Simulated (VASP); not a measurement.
# CsCdCl3 (Pm-3m) in VASP: further runs, part 2 of 2

VASP 6.6.1. The steps go on from the part before.

## 5. Single point, LDA (25.92 Å³/atom)

This run uses another cell than the first one, of 25.92 Å³/atom.

INCAR reads:

```
SYSTEM = CsCdCl3
PREC     = Accurate       ! precision mode
ENCUT    = 520            ! plane-wave cutoff, eV
EDIFF    = 1E-6           ! SCF threshold, eV
ISMEAR   = 0              ! smearing method
SIGMA    = 0.02           ! smearing width, eV
LREAL    = .FALSE.        ! projectors in reciprocal space
LASPH    = .TRUE.         ! aspherical terms in the spheres
NELM     = 60             ! most SCF steps
ALGO     = Normal         ! electronic algorithm
ISIF     = 2              ! what is computed and relaxed
LWAVE    = .FALSE.        ! write WAVECAR
LCHARG   = .TRUE.         ! write CHGCAR
LELF     = .TRUE.         ! ELF
LVHAR    = .TRUE.       
NBANDS   = 29             ! bands
```

KPOINTS reads:

```
regular mesh
0
G
  6 6 6
  0 0 0
```

POSCAR reads:

```
CsCdCl3
1.0
    5.0605310087      0.0000000000      0.0000000000
    0.0000000000      5.0605310087      0.0000000000
    0.0000000000      0.0000000000      5.0605310087
Cs Cd Cl
1 1 3
Direct
    0.0000000000      0.0000000000      0.0000000000
    0.5000000000      0.5000000000      0.5000000000
    0.0000000000      0.5000000000      0.5000000000
    0.5000000000      0.0000000000      0.5000000000
    0.5000000000      0.5000000000      0.0000000000
```

Potentials or basis: VASP PAW LDA potentials, release 64 (Cs_sv, Cd, Cl).

The run is started by

```bash
> cat potpaw_LDA.64/Cs_sv/POTCAR potpaw_LDA.64/Cd/POTCAR potpaw_LDA.64/Cl/POTCAR > POTCAR
> mpirun -np 1 vasp_std > vasp.out
```

OUTCAR:

```text
SYSTEM = CsCdCl3
   PREC = Accurate
   ENCUT = 520
   EDIFF = 1E-6
   ISMEAR = 0
   LREAL = .FALSE.
   LASPH = .TRUE.
   NELM = 60
   ISIF = 2

 ion  position               nearest neighbor table
   1  0.000  0.000  0.000-
   2  0.500  0.500  0.500-   3 2.53   4 2.53   5 2.53   5 2.53   4 2.53   3 2.53
   3  0.000  0.500  0.500-   2 2.53   2 2.53
   4  0.500  0.000  0.500-   2 2.53   2 2.53
   5  0.500  0.500  0.000-   2 2.53   2 2.53

  LATTYP: Found a simple cubic cell.
 ALAT       =     5.0605310087

  Lattice vectors:

 A1 = (   5.0605310087,   0.0000000000,   0.0000000000)
 A2 = (   0.0000000000,   5.0605310087,   0.0000000000)
 A3 = (   0.0000000000,   0.0000000000,   5.0605310087)

Analysis of symmetry for initial positions (statically):
=====================================================================
 Subroutine PRICEL returns:
 Original cell was already a primitive cell.

 Routine SETGRP: Setting up the symmetry group for a
 simple cubic supercell.

 Subroutine GETGRP returns: Found 48 space group operations
 (whereof 48 operations were pure point group operations)
 out of a pool of 48 trial point group operations.

The static configuration has the point symmetry O_h .

Analysis of symmetry for dynamics (positions and initial velocities):
=====================================================================
 Subroutine PRICEL returns:
 Original cell was already a primitive cell.

 Routine SETGRP: Setting up the symmetry group for a
 simple cubic supercell.

 Subroutine GETGRP returns: Found 48 space group operations
 (whereof 48 operations were pure point group operations)
 out of a pool of 48 trial point group operations.

The dynamic configuration has the point symmetry O_h .

 Subroutine INISYM returns: Found 48 space group operations
 (whereof 48 operations are pure point group operations),
 and found     1 'primitive' translations

----------------------------------------------------------------------------------------

                                     Primitive cell

  volume of cell :     129.5950

  direct lattice vectors                    reciprocal lattice vectors
     5.060531009  0.000000000  0.000000000     0.197607721  0.000000000  0.000000000
     0.000000000  5.060531009  0.000000000     0.000000000  0.197607721  0.000000000
     0.000000000  0.000000000  5.060531009     0.000000000  0.000000000  0.197607721

  length of vectors
     5.060531009  5.060531009  5.060531009     0.197607721  0.197607721  0.197607721

  position of ions in fractional coordinates (direct lattice)
     0.000000000  0.000000000  0.000000000
     0.500000000  0.500000000  0.500000000
     0.000000000  0.500000000  0.500000000
     0.500000000  0.000000000  0.500000000
     0.500000000  0.500000000  0.000000000

  ion indices of the primitive-cell ions
   primitive index   ion index
                 1           1
                 2           2
                 3           3
                 4           4
                 5           5

----------------------------------------------------------------------------------------

 KPOINTS: regular mesh

Automatic generation of k-mesh.
 Grid dimensions read from file:
 generate k-points for:    6    6    6

 Generating k-lattice:

  Cartesian coordinates                     Fractional coordinates (reciprocal lattice)
     0.032934620  0.000000000  0.000000000     0.166666667  0.000000000  0.000000000
     0.000000000  0.032934620  0.000000000     0.000000000  0.166666667  0.000000000
     0.000000000  0.000000000  0.032934620     0.000000000  0.000000000  0.166666667

  Length of vectors
     0.032934620  0.032934620  0.032934620

  Shift w.r.t. Gamma in fractional coordinates (k-lattice)
     0.000000000  0.000000000  0.000000000

 Subroutine IBZKPT returns following result:
 ===========================================

 Found     20 irreducible k-points:

 Following reciprocal coordinates:
            Coordinates               Weight
  0.000000  0.000000  0.000000      1.000000
  0.166667  0.000000  0.000000      6.000000
  0.333333  0.000000  0.000000      6.000000
  0.500000  0.000000  0.000000      3.000000
  0.166667  0.166667  0.000000     12.000000
  0.333333  0.166667  0.000000     24.000000
[... 12 lines left out ...]
  0.500000  0.500000  0.333333      6.000000
  0.500000  0.500000  0.500000      1.000000
   k-points           NKPTS =     20   k-points in BZ     NKDIM =     20   number of bands    NBANDS=     29
   number of dos      NEDOS =    301   number of ions     NIONS =      5
   total plane-waves  NPLWV =  64000
   dimension x,y,z NGX =    40 NGY =   40 NGZ =   40
   dimension x,y,z NGXF=    80 NGYF=   80 NGZF=   80
   ions per type =               1   1   3
   NGX,Y,Z   is equivalent  to a cutoff of  13.14, 13.14, 13.14 a.u.
   NGXF,Y,Z  is equivalent  to a cutoff of  26.28, 26.28, 26.28 a.u.
 SYSTEM =  CsCdCl3
   PREC   = accura    normal or accurate (medium, high low for compatibility)
   ISTART =      0    job   : 0-new  1-cont  2-samecut
   ICHARG =      2    charge: 1-file 2-atom 10-const
   ISPIN  =      1    spin polarized calculation?
   LNONCOLLINEAR =      F non collinear calculations
   LSORBIT =      F    spin-orbit coupling
   LASPH  =      T    aspherical Exc in radial PAW
   ENCUT  =  520.0 eV  38.22 Ry    6.18 a.u.   9.41  9.41  9.41*2*pi/ulx,y,z
   NELM   =     60;   NELMIN=  2; NELMDL= -5     # of ELM steps
   EDIFF  = 0.1E-05   stopping-criterion for ELM
   LREAL  =      F    real-space projection
   EDIFFG = 0.1E-04   stopping-criterion for IOM
   NSW    =      0    number of steps for IOM
   IBRION =     -1    ionic relax: 0-MD 1-quasi-New 2-CG
   NFREE  =      0    steps in history (QN), initial steepest desc. (CG)
   ISIF   =      2    stress and relaxation
   ISYM   =      2    0-nonsym 1-usesym 2-fastsym
   POTIM  = 0.5000    time-step for ionic-motion
   TEBEG  =    0.0;   TEEND  =   0.0 temperature during run
   PSTRESS=    0.0 pullay stress
   NELECT =      42.0000    total number of electrons
   NUPDOWN=      -1.0000    fix difference up-down
   EMIN   =  10.00;   EMAX   =-10.00  energy-range for DOS
   EFERMI =   0.00;   METHOD = LEGACY
   ISMEAR =     0;   SIGMA  =   0.02  broadening in eV -4-tet -1-fermi 0-gaus
   EFERMI_NEDOS =   21; number of points for ismear=-14 and -15
   IALGO  =     38    algorithm
   IMIX   =      4    mixing-type and parameters
     AMIX     =   0.40;   BMIX     =  1.00
     AMIX_MAG =   1.60;   BMIX_MAG =  1.00
  volume/ion in A,a.u.               =      25.92       174.91
  Fermi-wavevector in a.u.,A,eV,Ry     =   1.124506  2.125009 17.204759  1.264514
  Thomas-Fermi vector in A             =   2.261178
   LORBIT       =      0    0 simple, 1 ext, 2 COOP (PROOUT), +10 PAW based schemes
   GGA     = CA    functional components
   LHFCALC =     F    Hartree Fock is set to
   AEXX    =    0.0000 exact exchange contribution
   IVDW    =     0    specifies the selected vdW correction
   LEPSILON=     F    determine dielectric tensor
   LRPA    =     F    only Hartree local field effects (RPA)
 non-spin polarized calculation
 Gauss-broadening in eV      SIGMA  =   0.02
  energy-cutoff  :      520.00
  volume of cell :      129.60
 maximum number of plane-waves:      3532
 NGX is ok and might be reduce to    40
   NGX = 19   NGY = 19   NGZ = 19

 number of electron      42.0000000 magnetization

 Free energy of the ion-electron system (eV)
  ---------------------------------------------------
  ext. energy  EPLUGINS =         0.00000000
  ---------------------------------------------------
  free energy    TOTEN  =       -16.81173057 eV

  energy without entropy =      -16.81173057  energy(sigma->0) =      -16.81173057

 E-fermi :   0.8291     XC(G=0):  -9.5095

 val. band max:        0.7070133375   @ k =   0.5000   0.5000   0.5000
 cond. band min:       2.3708080840   @ k =   0.0000   0.0000   0.0000
 fundamental gap:      1.6637947465
 Fermi energy:         0.8290913973

 k-point     1 :       0.0000    0.0000    0.0000
  band No.  band energies     occupation
      1     -18.3760      2.00000
      2     -13.3495      2.00000
      3     -12.6890      2.00000
      4     -12.6890      2.00000
      5      -6.0706      2.00000
      6      -6.0706      2.00000
[... 629 lines left out ...]
     28       9.1582      0.00000
     29       9.3341      0.00000

------------------------ aborting loop because EDIFF is reached ----------------------------------------

  FORCE on cell =-STRESS in cart. coord.  units (eV):
  Direction    XX          YY          ZZ          XY          YZ          ZX
  --------------------------------------------------------------------------------------
  -------------------------------------------------------------------------------------
  Total        1.4260909      1.4260909      1.4260909     -0.0000000     -0.0000000      0.0000000
  in kB       17.6306983     17.6306983     17.6306983     -0.0000000     -0.0000000      0.0000000
  external PRESSURE =      17.6306983 kB  Pullay stress =       0.0000000 kB

 VOLUME and BASIS-vectors are now :
 -----------------------------------------------------------------------------
  energy-cutoff  :      520.00
  volume of cell :      129.60
      direct lattice vectors                 reciprocal lattice vectors
     5.060531009  0.000000000  0.000000000     0.197607721  0.000000000  0.000000000
     0.000000000  5.060531009  0.000000000     0.000000000  0.197607721  0.000000000
     0.000000000  0.000000000  5.060531009     0.000000000  0.000000000  0.197607721

 POSITION                                       TOTAL-FORCE (eV/Angst)
 -----------------------------------------------------------------------------------
      0.00000      0.00000      0.00000         0.000000      0.000000      0.000000
      2.53027      2.53027      2.53027         0.000000      0.000000      0.000000
      0.00000      2.53027      2.53027         0.000000      0.000000      0.000000
      2.53027      0.00000      2.53027         0.000000      0.000000      0.000000
      2.53027      2.53027      0.00000         0.000000      0.000000      0.000000
 -----------------------------------------------------------------------------------
    total drift:                                0.000000      0.000000     -0.000000

  FREE ENERGIE OF THE ION-ELECTRON SYSTEM (eV)
  ---------------------------------------------------
  free  energy   TOTEN  =       -16.8117305706 eV

  energy  without entropy=      -16.8117305706  energy(sigma->0) =      -16.81173057
```

Wall time 82 s (1 thread of Intel Xeon 8259CL, shared host); peak memory 0.24 GiB.

Results:

* Free energy: -16.8117 eV
* Pressure: 1.8 GPa
* Band gap on the k mesh: 1.66 eV (least direct gap 2.48 eV)

Levels at points of the mesh, in eV from the valence-band top:
| k point | band 17 | band 18 | band 19 | band 20 | band 21 | band 22 | band 23 | band 24 | band 25 | band 26 |
| --- | --- | --- | --- | --- | --- | --- | --- | --- | --- | --- |
| (0.00, 0.00, 0.00) | -1.25 | -1.25 | -0.81 | -0.81 | -0.81 | 1.66 | 5.55 | 5.57 | 5.57 | 6.92 |
| (0.50, 0.00, 0.00) | -1.53 | -1.19 | -1.19 | -1.17 | -1.17 | 4.63 | 6.91 | 7.08 | 7.52 | 8.00 |
| (0.50, 0.50, 0.00) | -1.47 | -1.36 | -1.36 | -0.54 | -0.01 | 6.58 | 7.12 | 7.12 | 7.57 | 7.96 |
| (0.50, 0.50, 0.50) | -0.51 | -0.51 | -0.51 | 0.00 | 0.00 | 5.56 | 5.56 | 5.56 | 7.21 | 8.45 |

Caveat: spin-orbit coupling is left out, which moves the levels of the heavy elements. A k mesh can miss the band edges.

## 6. Single point, LDA

This run uses another cell than the first one, of 26.72 Å³/atom.

INCAR reads:

```
SYSTEM = CsCdCl3
ALGO     = Normal         ! electronic algorithm
EDIFF    = 1E-7           ! SCF threshold, eV
ENCUT    = 520            ! plane-wave cutoff, eV
ISIF     = 2              ! what is computed and relaxed
ISMEAR   = 0              ! smearing method
LASPH    = .True.         ! aspherical terms in the spheres
LCHARG   = .False.        ! write CHGCAR
LREAL    = .False.        ! projectors in reciprocal space
LWAVE    = .False.        ! write WAVECAR
NBANDS   = 29             ! bands
NELM     = 80             ! most SCF steps
PREC     = Accurate       ! precision mode
SIGMA    = 0.02           ! smearing width, eV
```

KPOINTS reads:

```
k-points
0
Gamma
  6 6 6
  0 0 0
```

Edit POSCAR of step 5 so:

```diff
@@ -2,5 +2,5 @@
 1.0
-    5.0605310087      0.0000000000      0.0000000000
-    0.0000000000      5.0605310087      0.0000000000
-    0.0000000000      0.0000000000      5.0605310087
+    5.1121726469      0.0000000000      0.0000000000
+    0.0000000000      5.1121726469      0.0000000000
+    0.0000000000      0.0000000000      5.1121726469
 Cs Cd Cl
```

Potentials or basis: VASP PAW LDA potentials, release 64 (Cs_sv, Cd, Cl).

The run is started by

```bash
> cat potpaw_LDA.64/Cs_sv/POTCAR potpaw_LDA.64/Cd/POTCAR potpaw_LDA.64/Cl/POTCAR > POTCAR
> mpirun -np 1 vasp_std > vasp.out
```

Run time: 95 s. Hardware: 1 thread of Intel Xeon 8259CL, shared host; peak memory 0.24 GiB.

Results (log left out):

| Quantity | Value |
| --- | --- |
| Free energy | -16.8382 eV |
| Pressure | 0.3 GPa |
| Band gap on the k mesh | 1.62 eV (least direct gap 2.34 eV) |

Levels at points of the mesh, in eV from the valence-band top:
| k point | band 18 | band 19 | band 20 | band 21 | band 22 | band 23 | band 24 | band 25 |
| --- | --- | --- | --- | --- | --- | --- | --- | --- |
| (0.00, 0.00, 0.00) | -1.12 | -0.72 | -0.72 | -0.72 | 1.62 | 5.56 | 5.69 | 5.69 |
| (0.50, 0.00, 0.00) | -1.08 | -1.08 | -1.05 | -1.05 | 4.50 | 6.93 | 7.14 | 7.61 |
| (0.50, 0.50, 0.00) | -1.25 | -1.25 | -0.44 | -0.01 | 6.39 | 7.10 | 7.10 | 7.60 |
| (0.50, 0.50, 0.50) | -0.42 | -0.42 | 0.00 | 0.00 | 5.60 | 5.60 | 5.60 | 7.24 |

Caveat: spin-orbit coupling is left out, which moves the levels of the heavy elements. LDA gaps usually lie below the measured ones, often by a third to a half.

## 7. Summary

| cell | gap on the mesh (eV) | pressure (GPa) |
| --- | --- | --- |
| a = 4.899 Å, 5 atoms | 1.78 | 8.1 |
| a = 4.954 Å, 5 atoms | 1.75 | 5.6 |
| a = 5.008 Å, 5 atoms | 1.71 | 3.5 |
| a = 5.061 Å, 5 atoms | 1.66 | 1.8 |
| a = 5.112 Å, 5 atoms | 1.62 | 0.3 |

Alike in all rows: task single point; level LDA; potentials or basis VASP PAW LDA potentials, release 64 (Cs_sv, Cd, Cl); no spin polarisation; k mesh 6 × 6 × 6; cutoff (eV) 520; smearing gaussian 0.02 eV.

Caveats: spin-orbit coupling is left out, which moves the levels of the heavy elements; the cell stands under pressure (at least some runs).

Total energies depend on the potentials used, so only differences within one code and one set of settings carry meaning.
